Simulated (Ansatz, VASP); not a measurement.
## Si3Sn in VASP and in Ansatz

```
Si Sn
1.0
     3.56392    0.00000    0.00000
    -1.78196    3.08645    0.00000
     0.00000    0.00000    7.17173
Si Sn
3 1
Direct
  0.33333 0.66667 0.69447
  0.33333 0.66667 0.30553
  0.66667 0.33333 0.50000
  0.66667 0.33333 0.00000
```

Alike in both runs: functional PBE; k mesh 18 × 18 × 6; occupations gaussian, width 0.1 eV; no spin polarisation.

Ansatz relaxed the structure, and its values are those at the end. VASP's run is a single point on that final structure, the one shown.

```csv
,VASP,Ansatz
version,VASP 6.6.1,Ansatz 0.2.0
potentials or method,"VASP PAW PBE potentials, release 64 (Si, Sn_d), cutoff 520 eV","scalar-relativistic, plane waves, PAW"
valence electrons in the cell,26,26
```

```csv
,VASP,Ansatz,Ansatz less VASP
gap on the k mesh at the Fermi level (eV),none,none,-
pressure (GPa),0.0,0.0,+0.06
rms of the force components (eV/Å),0.003,0.001,-0.0023
```

A gap of «none» marks a metal or a gap that the smearing closes.
